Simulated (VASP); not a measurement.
**Ta: electric field gradients with PBEsol**

The system is Ta.

```
CELL_PARAMETERS angstrom
-1.63477 1.65128 1.65128
1.65128 -1.63477 1.65128
1.65128 1.65128 -1.63477
ATOMIC_POSITIONS crystal
Ta 0.00000 0.00000 0.00000
```

This cell differs from its parent crystal: equal xy, yz and zx shear strains of +1 %.

* Program: VASP 6.6.1
* Task: electric field gradients
* Functional: PBEsol
* Potentials or basis: VASP PAW PBE potentials, release 64 (Ta_pv)
* Cutoff: 520 eV
* k mesh: 17 × 17 × 17
* Occupations: fermi-dirac, width 0.08 eV
* Spin: no spin polarisation
* Dipole correction: no
* Further INCAR settings: ALGO = Normal; EDIFF = 1e-08; NBANDS = 12

* Pressure: -3.6 GPa
* Band gap on the k mesh: zero (an odd number of electrons rules out a gap without spin polarisation)
* Largest electric field gradient by atom: Ta -12.5 V/Å²

Stress tensor (GPa, compression positive):
```
-3.59 -0.76 -0.76
-0.76 -3.59 -0.76
-0.76 -0.76 -3.59
```

Levels at points of the mesh, in eV from the Fermi level:
```tsv
k point	band 4	band 5	band 6	band 7	band 8	band 9
(0.00, 0.00, 0.00)	-7.93	0.64	0.64	0.88	4.00	4.00
```

Electric field gradients, principal values (V/Å²):
| atom | least | middle | greatest (by size) |
| --- | --- | --- | --- |
| 1 Ta | 6.251 | 6.251 | -12.502 |

Wall time 110 s on 1 thread of Intel(R) Xeon(R) Platinum 8259CL CPU @ 2.50GHz (Skylake/Cascade Lake), with other jobs on the host, peak memory 0.22 GiB.

Caveat: the cell differs from its parent crystal (equal xy, yz and zx shear strains of +1 %); the cell stands under tension; without QUAD_EFG the Cq values of the log hold for a quadrupole moment of 1 mb, not for the nuclei; the PAW data sets were made with another functional, which shifts forces and pressure a little; spin-orbit coupling is left out, which moves the levels of the heavy elements.
